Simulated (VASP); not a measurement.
MoS2, 3 atoms in the cell. The structure is trigonal, space group P-3m1 (No. 164). The conventional cell has a = 3.227 Å, b = 3.227 Å, c = 6.312 Å, α = 90.00°, β = 90.00°, γ = 120.00°. Within 3.2 Å of Mo (site symmetry -3m) lie 6 S at 2.42 Å. S (site symmetry 3m) has 3 Mo at 2.42 Å within 3.2 Å. 

| Item | Value |
| --- | --- |
| Program | VASP 6.6.1 |
| Task | single point |
| Functional | PBE |
| Potentials or basis | VASP PAW PBE potentials, release 64 (Mo_sv, S) |
| Cutoff | 520 eV |
| k mesh | 9 × 9 × 4 |
| Occupations | gaussian, width 0.022 eV |
| Spin | no spin polarisation |
| Dipole correction | no |
| Further INCAR settings | ALGO = Normal; EDIFF = 1e-07; NBANDS = 20 |

Potentials or basis: VASP PAW PBE potentials, release 64 (Mo_sv, S).

Launch:

```console
$ cat potpaw_PBE.64/Mo_sv/POTCAR potpaw_PBE.64/S/POTCAR > POTCAR
$ mpirun -np 1 vasp_std > vasp.out
```

Hardware: 1 thread of Intel(R) Xeon(R) Platinum 8559C (Emerald Rapids) (shared host).

Q: Estimate the wall time of this run.

A: Wall time 21 s on 1 thread of Intel(R) Xeon(R) Platinum 8559C (Emerald Rapids), with other jobs on the host, peak memory 0.19 GiB. Counts: scf iterations 16, k points 43.
